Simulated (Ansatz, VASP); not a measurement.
This is a calculation of Ta3AsAu2O13 for Ansatz 0.2.0.

The input input.yaml:

```yaml
crystal:
  lattice:
    - [5.45204, 0.0, 0.0]
    - [-2.72602, 4.72161, 0.0]
    - [0.0, 0.0, 9.57902]
  atoms:
    - { symbol: Ta, position: [0.0, 0.0, 0.19408] }
    - { symbol: Ta, position: [0.0, 0.0, 0.80592] }
    - { symbol: Ta, position: [0.66667, 0.33333, 0.0] }
    - { symbol: As, position: [0.0, 0.0, 0.5] }
    - { symbol: Au, position: [0.33333, 0.66667, 0.27428] }
    - { symbol: Au, position: [0.33333, 0.66667, 0.72572] }
    - { symbol: O, position: [0.0, 0.0, 0.0] }
    - { symbol: O, position: [0.23947, 0.97129, 0.36402] }
    - { symbol: O, position: [0.02871, 0.26818, 0.36402] }
    - { symbol: O, position: [0.73182, 0.76053, 0.36402] }
    - { symbol: O, position: [0.23947, 0.97129, 0.63598] }
    - { symbol: O, position: [0.02871, 0.26818, 0.63598] }
    - { symbol: O, position: [0.73182, 0.76053, 0.63598] }
    - { symbol: O, position: [0.38452, 0.33425, 0.85844] }
    - { symbol: O, position: [0.66575, 0.05026, 0.85844] }
    - { symbol: O, position: [0.94974, 0.61548, 0.85844] }
    - { symbol: O, position: [0.38452, 0.33425, 0.14156] }
    - { symbol: O, position: [0.66575, 0.05026, 0.14156] }
    - { symbol: O, position: [0.94974, 0.61548, 0.14156] }
hamiltonian:
  xc: pbe
  pseudopotentials: { kind: nc, source: spms }
kpoints:
  mp_grid: { grid: [6, 6, 3] }
scf:
  occupations: { method: fermi_dirac, width: 0.05 }
output:
  forces: true
  stress: true
  eigenvalues: true
```

Potentials or basis: SPMS NC.

Command:

```sh
$ ansatz run input.yaml --threads 8 --pin off --max-ram 20480MiB --backend cpu --events-out ev --progress --plain --runs-dir out
```

Q: Translate it to VASP 6.6.1. Potentials there: VASP PAW PBE potentials, release 64 (Ta_pv, As, Au, O).

A: As run (the cutoff follows the program's own potentials):

INCAR

```
PREC     = Accurate       # precision mode
ENCUT    = 520            # plane-wave cutoff, eV
EDIFF    = 1E-7           # SCF threshold, eV
ISMEAR   = -1             # smearing method
SIGMA    = 0.05           # smearing width, eV
LREAL    = Auto         
LASPH    = T              # aspherical terms in the spheres
NELM     = 100            # most SCF steps
ALGO     = Normal         # electronic algorithm
ISIF     = 2              # what is computed and relaxed
LWAVE    = F              # write WAVECAR
LCHARG   = F              # write CHGCAR
GGA      = PE             # functional
NBANDS   = 84             # bands
```

The input KPOINTS:

```
Automatic mesh
0
Gamma
  6 6 3
```

File POSCAR:

```
Ta3AsAu2O13
1.0
    5.4520400000      0.0000000000      0.0000000000
   -2.7260200000      4.7216100000      0.0000000000
    0.0000000000      0.0000000000      9.5790200000
Ta As Au O
3 1 2 13
Direct
    0.0000000000      0.0000000000      0.1940800000
    0.0000000000      0.0000000000      0.8059200000
    0.6666700000      0.3333300000      0.0000000000
    0.0000000000      0.0000000000      0.5000000000
    0.3333300000      0.6666700000      0.2742800000
    0.3333300000      0.6666700000      0.7257200000
    0.0000000000      0.0000000000      0.0000000000
    0.2394700000      0.9712900000      0.3640200000
    0.0287100000      0.2681800000      0.3640200000
    0.7318200000      0.7605300000      0.3640200000
    0.2394700000      0.9712900000      0.6359800000
    0.0287100000      0.2681800000      0.6359800000
    0.7318200000      0.7605300000      0.6359800000
    0.3845200000      0.3342500000      0.8584400000
    0.6657500000      0.0502600000      0.8584400000
    0.9497400000      0.6154800000      0.8584400000
    0.3845200000      0.3342500000      0.1415600000
    0.6657500000      0.0502600000      0.1415600000
    0.9497400000      0.6154800000      0.1415600000
```

Potentials or basis: VASP PAW PBE potentials, release 64 (Ta_pv, As, Au, O).

Command:

```bash
$ cat potpaw_PBE.64/Ta_pv/POTCAR potpaw_PBE.64/As/POTCAR potpaw_PBE.64/Au/POTCAR potpaw_PBE.64/O/POTCAR > POTCAR
$ mpirun -np 1 vasp_std > vasp.out
```

Both were run:

|  | VASP | Ansatz | Ansatz less VASP |
| --- | --- | --- | --- |
| gap on the k mesh at the Fermi level (eV) | none | none | - |
| pressure (GPa) | 0.4 | -0.6 | -1.04 |
| traceless stress, the component that is largest in VASP (GPa) | 0.36 | -0.11 | -0.465 |
| rms of the force components (eV/Å) | 0.098 | 0.067 | -0.0307 |

Atom by atom the forces differ by 0.050 eV/Å (rms over components). A gap of «none» marks a metal or a gap that the smearing closes. VASP's potentials hold 138 valence electrons a cell and Ansatz's 170, so a difference there can come from the potentials and not from the codes.

Neither program's run includes spin-orbit coupling.
